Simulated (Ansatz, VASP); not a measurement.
# Nb in VASP and in Ansatz

INCAR

```
PREC = Accurate ; ENCUT = 600
EDIFF = 1E-6 ; ISMEAR = -1
SIGMA = 0.05 ; LREAL = F
LASPH = T ; NELM = 100
ALGO = Normal ; ISIF = 3
LWAVE = F ; LCHARG = F
GGA = PE ; IVDW = 12
IBRION = 2 ; NSW = 60
EDIFFG = -0.01
```

File KPOINTS:

```
regular mesh
0
Gamma
  11 11 11
```

The input POSCAR:

```
Nb
1.0
    0.0000000000      2.1150000000      2.1150000000
    2.1150000000      0.0000000000      2.1150000000
    2.1150000000      2.1150000000      0.0000000000
Nb
1
Direct
    0.0000000000      0.0000000000      0.0000000000
```

input.yaml

```yaml
crystal:
  lattice:
    - [0.0, 2.115, 2.115]
    - [2.115, 0.0, 2.115]
    - [2.115, 2.115, 0.0]
  atoms:
    - { symbol: Nb, position: [0.0, 0.0, 0.0] }
hamiltonian:
  xc: pbe
  pseudopotentials: { kind: paw }
  dispersion: d3bj
kpoints:
  mp_grid: { grid: [11, 11, 11] }
scf:
  occupations: { method: fermi_dirac, width: 0.05 }
output:
  forces: true
  stress: true
  eigenvalues: true
relax:
  f_tol: 0.01
  max_steps: 40
  cell: { stress_tol: 0.05 }
```

Alike in both runs: task relaxation of cell and atoms; functional PBE; dispersion D3(BJ); k mesh 11 × 11 × 11; occupations fermi-dirac, width 0.05 eV; no spin polarisation.

|  | VASP | Ansatz |
| --- | --- | --- |
| version | VASP 6.6.1 | Ansatz 0.2.0 |
| potentials or method | VASP PAW PBE potentials, release 64 (Nb_sv) | Ansatz PAW |
| plane-wave cutoff (eV) | 600 | 420 |
| valence electrons in the cell | 13 | 13 |

Ansatz gave:

- gap on the k mesh at the Fermi level, each at its own relaxed structure (eV): none
- relaxed volume (Å³/atom): 18.00
- relaxed cell length with the largest relative difference (Å): 2.942

**Question.** Estimate VASP's values.

**Answer.** gap on the k mesh at the Fermi level, each at its own relaxed structure (eV): none; relaxed volume (Å³/atom): 17.97; relaxed cell length with the largest relative difference (Å): 2.940.

A gap of «none» marks a metal or a gap that the smearing closes.

Noted on Ansatz's run: the plane-wave basis is chosen anew once the cell has moved, so the energies of steps on either side of that aren't comparable.
